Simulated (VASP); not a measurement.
A run of VASP 6.6.1:

Contents of INCAR:

```
SYSTEM = Li2SnF3
ALGO = Normal
EDIFF = 1E-6
ENCUT = 520
GGA = PE
ISIF = 2
ISMEAR = 0
IVDW = 12
LASPH = .TRUE.
LCHARG = .FALSE.
LREAL = .FALSE.
LWAVE = .FALSE.
NBANDS = 30
NELM = 60
PREC = Accurate
SIGMA = 0.1
```

File KPOINTS:

```
k-points
0
G
  6 6 4
  0 0 0
```

File POSCAR:

```
Li2SnF3
1.0
    3.2869252700      0.0000000000      0.0000000000
   -1.6434626300      2.8465607800      0.0000000000
    0.0000000000      0.0000000000      7.4682149500
Li Sn F
2 1 3
Direct
    0.0000000000      0.0000000000      0.2806512600
    0.3333333300      0.6666666700      0.8616402100
    0.3333333300      0.6666666700      0.1191470500
    0.0000000000      0.0000000000      0.0000000000
    0.3333333300      0.6666666700      0.3997983100
    0.6666666700      0.3333333300      0.7232804200
```

Potentials or basis: VASP PAW PBE potentials, release 64 (Li_sv, Sn_d, F).

The run is started by

```bash
$ cat potpaw_PBE.64/Li_sv/POTCAR potpaw_PBE.64/Sn_d/POTCAR potpaw_PBE.64/F/POTCAR > POTCAR
$ mpirun -np 1 vasp_std > vasp.out
```

Hardware: 1 thread of AMD EPYC 7R43 64-Core Processor (Zen 3) (shared host).

Question: How long does it take, and how much memory?

Answer: Run time: 73 s on 1 thread of AMD EPYC 7R43 64-Core Processor (Zen 3), with other jobs on the host, peak memory 0.18 GiB. Counts: scf iterations 14, k points 24.
